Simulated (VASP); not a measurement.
A run of VASP 6.6.1 is set up as follows.

The input INCAR:

```
SYSTEM = W3N4
PREC     = Accurate       ! precision mode
ENCUT    = 600            ! plane-wave cutoff, eV
EDIFF    = 1E-6           ! SCF threshold, eV
ISMEAR   = 0              ! smearing method
SIGMA    = 0.1            ! smearing width, eV
LREAL    = .FALSE.        ! projectors in reciprocal space
LASPH    = .TRUE.         ! aspherical terms in the spheres
NELM     = 100            ! most SCF steps
ALGO     = Normal         ! electronic algorithm
ISIF     = 3              ! what is computed and relaxed
LWAVE    = .FALSE.        ! write WAVECAR
LCHARG   = .FALSE.        ! write CHGCAR
GGA      = PE             ! functional
IBRION   = 2              ! ionic algorithm
NSW      = 60             ! ionic steps
EDIFFG   = -0.04          ! ionic threshold
```

KPOINTS

```
Automatic mesh
0
G
  4 4 4
  0 0 0
```

File POSCAR:

```
W3N4
1.0
    4.1220000000      0.0000000000      0.0000000000
    0.0000000000      4.1220000000      0.0000000000
    0.0000000000      0.0000000000      4.1220000000
W N
3 4
Direct
    0.5000000000      0.5000000000      0.0000000000
    0.0000000000      0.5000000000      0.5000000000
    0.5000000000      0.0000000000      0.5000000000
    0.5000000000      0.5000000000      0.5000000000
    0.5000000000      0.0000000000      0.0000000000
    0.0000000000      0.5000000000      0.0000000000
    0.0000000000      0.0000000000      0.5000000000
```

Potentials or basis: VASP PAW PBE potentials, release 64 (W_sv, N).

Launch:

```console
$ cat potpaw_PBE.64/W_sv/POTCAR potpaw_PBE.64/N/POTCAR > POTCAR
$ mpirun -np 1 vasp_std > vasp.out
```

**Question.** Predict the band gap on the k mesh.

**Answer.** Zero (bands 31 and 32 overlap by 2.24 eV).

**Question.** Estimate the relaxed cell.

**Answer.** a = 4.226 Å, b = 4.226 Å, c = 4.226 Å, α = 90.00°, β = 90.00°, γ = 90.00°.

**Question.** Estimate the space group after relaxing (to 0.1 Å).

**Answer.** Pm-3m (No. 221).

Step by step:
```
step  energy change (eV)  largest force (eV/Å)  pressure (GPa)  volume (Å³)
   1              0.0000                0.0000           30.31        70.04
   2              1.9618                0.0000          -42.16        91.03
   3             -0.4757                0.0000           -1.79        75.86
   4             -0.4781                0.0000           -0.23        75.50
```

Caveat: the k points lie up to 0.37 Å⁻¹ apart in the final cell, too coarse for converged energies and pressures of a metal; spin-orbit coupling is left out, which moves the levels of the heavy elements. Zero-point motion and thermal expansion aren't in these numbers.
